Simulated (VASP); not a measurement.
Crystal: AlGeSbH2.

```
CELL_PARAMETERS angstrom
4.53461 0.00000 0.00000
-2.26731 3.92709 0.00000
0.00000 0.00000 4.73184
ATOMIC_POSITIONS crystal
Al 0.66667 0.33333 0.00000
Ge 0.00000 0.00000 0.00000
Sb 0.33333 0.66667 0.00000
H 0.00000 0.00000 0.69397
H 0.00000 0.00000 0.30603
```

The cell was generated, and may not be a known phase.

| Item | Value |
| --- | --- |
| Program | VASP 6.6.1 |
| Task | relaxation of cell and atoms |
| Functional | PBE |
| Potentials or basis | VASP PAW PBE potentials, release 64 (Al, Ge_d, Sb_d_GW, H) |
| Cutoff | 550 eV |
| k mesh | 3 × 3 × 3 |
| Occupations | gaussian, width 0.15 eV |
| Spin | no spin polarisation |

At the start: pressure 22.1 GPa; volume 16.85 Å³/atom.

Question: How do energy, volume and symmetry change on relaxing?

Answer: Over 22 steps the energy falls by 529.1 meV/atom and the volume is 21.29 Å³/atom (+26.3 %); space group P-6m2 (No. 187, to 0.1 Å) before and after.

Step by step:
```tsv
step	energy change (eV)	largest force (eV/Å)	pressure (GPa)	volume (Å³)
1	0.0000	2.8259	22.14	84.26
2	-1.8610	0.1027	-1.97	115.78
3	-1.8751	0.2088	-0.66	111.73
4	-1.8754	0.1881	-0.89	112.37
5	-1.9406	0.4148	-0.57	110.91
6	-2.0395	1.0434	0.29	107.20
7	-1.7755	2.4821	2.84	98.83
8	-2.0363	1.2943	0.56	106.03
9	-2.0747	1.3243	0.36	105.64
10	-2.1856	1.4058	0.03	104.40
11	-2.2418	1.0348	0.63	101.66
12	-2.2578	1.3452	0.18	102.74
13	-2.3818	1.0394	0.51	102.33
14	-2.4109	1.2535	1.58	101.58
15	-2.4453	0.4469	0.91	102.00
16	-2.4523	0.1062	1.15	101.82
17	-2.5456	0.2792	0.94	102.77
18	-2.6213	0.5069	0.83	104.37
19	-2.6279	0.5555	0.83	104.85
20	-2.6311	0.6082	0.82	105.42
21	-2.6441	0.2297	0.20	106.79
22	-2.6454	0.0577	0.35	106.45
```

Final structure:
```yaml
crystal:
  lattice:
    - [5.18398, 0.00000, 0.00000]
    - [-2.59199, 4.48946, 0.00000]
    - [0.00000, 0.00000, 4.57393]
  atoms:
    - { symbol: Al, position: [0.66667, 0.33333, 0.00000] }
    - { symbol: Ge, position: [0.00000, 0.00000, 0.00000] }
    - { symbol: Sb, position: [0.33333, 0.66667, 0.00000] }
    - { symbol: H, position: [0.00000, 0.00000, 0.59365] }
    - { symbol: H, position: [0.00000, 0.00000, 0.40635] }
```

Caveat: the k points lie up to 0.47 Å⁻¹ apart in the final cell, too coarse for converged energies and pressures of a metal; the volume moved by over 15 % at a fixed basis, so the end points are rough; the relaxation stopped at a loose force limit of 0.08 eV/Å, so its end isn't a converged minimum.
